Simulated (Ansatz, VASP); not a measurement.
## CaF in VASP and in Ansatz

INCAR

```
PREC     = Accurate       # precision mode
ENCUT    = 600            # plane-wave cutoff, eV
EDIFF    = 1E-6           # SCF threshold, eV
ISMEAR   = 0              # smearing method
SIGMA    = 0.1            # smearing width, eV
LREAL    = False          # projectors in reciprocal space
LASPH    = True           # aspherical terms in the spheres
NELM     = 120            # most SCF steps
ALGO     = Normal         # electronic algorithm
ISIF     = 2              # what is computed and relaxed
LWAVE    = False          # write WAVECAR
LCHARG   = False          # write CHGCAR
GGA      = PE             # functional
NBANDS   = 44             # bands
GGA_COMPAT= False
```

File KPOINTS:

```
Automatic mesh
0
Gamma
  4 4 4
```

The input POSCAR:

```
CaF
1.0
    3.8050108717      0.0000000000      0.0000000000
   -0.0978467968      6.8161314770      0.0000000000
   -0.1009600334     -2.0023382466      6.6073096509
Ca F
4 4
Direct
    0.8096940714      0.7549995791      0.2580533377
    0.2276861351      0.7681632064      0.7439586632
    0.2729563595      0.2601180090      0.2295920199
    0.7639068881      0.2438714551      0.7618917895
    0.2633919581      0.1178983221      0.8730735945
    0.7203572700      0.8899707145      0.6016597925
    0.7668113332      0.3814474684      0.1101710632
    0.1751959847      0.5835312453      0.4215997394
```

Input for Ansatz:

```yaml
crystal:
  lattice:
    - [3.8050108717, 0.0, 0.0]
    - [-0.0978467968, 6.816131477, 0.0]
    - [-0.1009600334, -2.0023382466, 6.6073096509]
  atoms:
    - { symbol: Ca, position: [0.8096940714, 0.7549995791, 0.2580533377] }
    - { symbol: Ca, position: [0.2276861351, 0.7681632064, 0.7439586632] }
    - { symbol: Ca, position: [0.2729563595, 0.260118009, 0.2295920199] }
    - { symbol: Ca, position: [0.7639068881, 0.2438714551, 0.7618917895] }
    - { symbol: F, position: [0.2633919581, 0.1178983221, 0.8730735945] }
    - { symbol: F, position: [0.72035727, 0.8899707145, 0.6016597925] }
    - { symbol: F, position: [0.7668113332, 0.3814474684, 0.1101710632] }
    - { symbol: F, position: [0.1751959847, 0.5835312453, 0.4215997394] }
basis:
  ecutwfc: 420
kpoints:
  mp_grid: { grid: [4, 4, 4] }
hamiltonian:
  xc: pbe
scf:
  occupations: { method: gaussian, width: 0.1 }
  lower_state_search: "off"
output:
  forces: true
  stress: true
  eigenvalues: true
```

Change from the starting cell: the structure that the rattled cell fell into.

Alike in both runs: task single point; functional PBE; k mesh 4 × 4 × 4; occupations gaussian, width 0.1 eV; no spin polarisation.

|  | VASP | Ansatz |
| --- | --- | --- |
| version | VASP 6.6.1 | Ansatz 0.2.0 |
| potentials or method | VASP PAW PBE potentials, release 64 (Ca_sv, F), cutoff 600 eV | scalar-relativistic, plane waves, PAW |
| valence electrons in the cell | 68 | 68 |

Ansatz gave:

```
gap on the k mesh at the Fermi level (eV)                     : none
pressure (GPa)                                                : 1.7
traceless stress, the component that is largest in VASP (GPa) : -1.37
rms of the force components (eV/Å)                            : 0.188
```

Q: Estimate VASP's values.

A: gap on the k mesh at the Fermi level (eV): none; pressure (GPa): 1.8; traceless stress, the component that is largest in VASP (GPa): -1.32; rms of the force components (eV/Å): 0.194.

Atom by atom the forces differ by 0.023 eV/Å (rms over components). A gap of «none» marks a metal or a gap that the smearing closes. With one functional, cell and mesh, what is left measures potentials, basis and numerics.

The k mesh is coarse, so the values compare programs but aren't converged.
